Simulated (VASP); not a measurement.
Crystal: Te2Mo.

```
Te Mo
1.0
     3.51820    0.00000    0.00000
    -1.75910    3.04685    0.00000
     0.00000    0.00000   13.97360
Te Mo
4 2
Direct
  0.33333 0.66667 0.62100
  0.66667 0.33333 0.12100
  0.33333 0.66667 0.87900
  0.66667 0.33333 0.37900
  0.33333 0.66667 0.25000
  0.66667 0.33333 0.75000
```

* Program: VASP 6.6.1
* Task: relaxation of cell and atoms
* Functional: PBE
* Potentials or basis: VASP PAW PBE potentials, release 64 (Te, Mo_sv)
* Cutoff: 600 eV
* k mesh: 12 × 12 × 2
* Occupations: gaussian, width 0.02 eV
* Spin: no spin polarisation

At the start: pressure 2.9 GPa; volume 24.96 Å³/atom.

Where does the relaxation end?

Over 34 steps the energy falls by 14.1 meV/atom and the volume is 27.87 Å³/atom (+11.6 %); space group P6_3/mmc (No. 194, to 0.1 Å) before and after.

The path:
```tsv
step	energy change (eV)	largest force (eV/Å)	pressure (GPa)	volume (Å³)
1	0.0000	0.1880	2.92	149.79
2	0.0480	0.7921	-3.58	159.85
3	-0.0357	0.2243	0.12	153.65
4	-0.0432	0.1676	0.05	154.60
5	-0.0492	0.0526	-0.06	156.48
6	-0.0556	0.0434	-0.03	157.04
7	-0.0697	0.0136	0.12	158.71
8	-0.0804	0.0494	0.58	161.98
9	-0.0765	0.2176	-0.98	165.95
10	-0.0825	0.0501	-0.02	163.45
11	-0.0832	0.0288	-0.07	164.03
12	-0.0832	0.0218	-0.08	164.24
13	-0.0832	0.0246	0.17	163.99
14	-0.0833	0.0026	0.05	164.11
15	-0.0835	0.0022	0.07	164.17
16	-0.0836	0.0084	0.10	164.26
17	-0.0837	0.0230	0.02	164.51
18	-0.0837	0.0334	-0.04	164.69
19	-0.0838	0.0283	-0.04	164.83
20	-0.0841	0.0128	-0.04	165.26
21	-0.0839	0.0184	-0.04	166.13
22	-0.0841	0.0017	-0.04	165.57
23	-0.0842	0.0063	0.02	165.62
24	-0.0842	0.0159	0.08	165.68
25	-0.0843	0.0104	0.06	165.78
26	-0.0844	0.0061	0.01	166.07
27	-0.0844	0.0105	0.00	166.15
28	-0.0844	0.0099	0.00	166.21
29	-0.0845	0.0080	0.01	166.40
30	-0.0845	0.0042	0.02	166.78
31	-0.0845	0.0040	0.04	167.54
32	-0.0845	0.0005	0.03	167.10
33	-0.0845	0.0066	-0.04	167.34
34	-0.0845	0.0034	-0.01	167.22
```

Final structure:
```
Te Mo
1.0
     3.55488    0.00000    0.00000
    -1.77744    3.07862    0.00000
     0.00000    0.00000   15.27911
Te Mo
4 2
Direct
  0.33333 0.66667 0.63155
  0.66667 0.33333 0.13155
  0.33333 0.66667 0.86845
  0.66667 0.33333 0.36845
  0.33333 0.66667 0.25000
  0.66667 0.33333 0.75000
```

Caveat: this functional lacks dispersion, which binds layers or chains, so the pressure and a relaxed spacing across them are unreliable.
